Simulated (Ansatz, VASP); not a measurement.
ZrN: VASP beside Ansatz

The input INCAR:

```
SYSTEM = ZrN
  PREC = Accurate
  ENCUT = 600
  EDIFF = 1E-6
  ISMEAR = 1
  SIGMA = 0.15
  LREAL = .False.
  LASPH = .True.
  NELM = 120
  ALGO = Normal
  ISIF = 2
  LWAVE = .False.
  LCHARG = .False.
  GGA = PE
  NBANDS = 16
  GGA_COMPAT = .False.
```

KPOINTS

```
Automatic mesh
0
Gamma
  11 11 11
  0 0 0
```

POSCAR

```
ZrN
1.0
    0.0000000000      2.3524609801      2.3524609801
    2.3524609801      0.0000000000      2.3524609801
    2.3524609801      2.3524609801      0.0000000000
Zr N
1 1
Direct
    0.5000000000      0.5000000000      0.5000000000
    0.0000000000      0.0000000000      0.0000000000
```

Input for Ansatz:

```yaml
crystal:
  lattice:
    - [0.0, 2.3524609800702443, 2.3524609800702443]
    - [2.3524609800702443, 0.0, 2.3524609800702443]
    - [2.3524609800702443, 2.3524609800702443, 0.0]
  atoms:
    - { symbol: Zr, position: [0.5, 0.5, 0.5] }
    - { symbol: "N", position: [0.0, 0.0, 0.0] }
basis:
  ecutwfc: 500.0
kpoints:
  mp_grid:
    grid: [11, 11, 11]
hamiltonian:
  xc: pbe
scf:
  occupations:
    method: methfessel_paxton
    width: 0.15
output:
  stress: true
```

Alike in both runs: task single point; functional PBE; k mesh 11 × 11 × 11; occupations methfessel-paxton of order 1, width 0.15 eV; no spin polarisation.

```csv
,VASP,Ansatz
version,VASP 6.6.1,Ansatz 0.2.0
potentials or method,"VASP PAW PBE potentials, release 64 (Zr_sv, N), cutoff 600 eV","plane waves, PAW"
valence electrons in the cell,17,17
```

|  | VASP | Ansatz | Ansatz less VASP |
| --- | --- | --- | --- |
| pressure (GPa) | -15.1 | -15.1 | -0.07 |
